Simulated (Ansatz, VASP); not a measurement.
# One calculation of PO4, two programs

```
P O
1.0
     3.68858    0.00000    0.00000
     0.00000    3.68858    0.00000
     0.00000    0.00000    3.68858
P O
1 4
Direct
  0.50000 0.50000 0.50000
  0.00000 0.50000 0.50000
  0.50000 0.50000 0.00000
  0.50000 0.00000 0.50000
  0.00000 0.00000 0.00000
```

Change from the starting cell: species swapped into the Fe4N type (Pm-3m, No. 221).

Alike in both runs: task single point; functional PBE; k mesh 6 × 6 × 6; occupations gaussian, width 0.1 eV; collinear spin.

```csv
,VASP,Ansatz
version,VASP 6.6.1,Ansatz 0.2.0
potentials or method,"VASP PAW PBE potentials, release 64 (P, O), cutoff 520 eV","scalar-relativistic, plane waves, PAW"
valence electrons in the cell,29,29
```

|  | VASP | Ansatz | Ansatz less VASP |
| --- | --- | --- | --- |
| gap on the k mesh at the Fermi level (eV) | none | none | - |
| pressure (GPa) | -25.0 | -24.7 | +0.33 |
| net moment per atom (μB) | 0.65 | 0.65 | 0.000 |
| size of the moment on the site where the two differ most (μB) | 1.70 | 1.99 | +0.283 |

Site moments also hang on the region over which each program counts them. A gap of «none» marks a metal or a gap that the smearing closes.
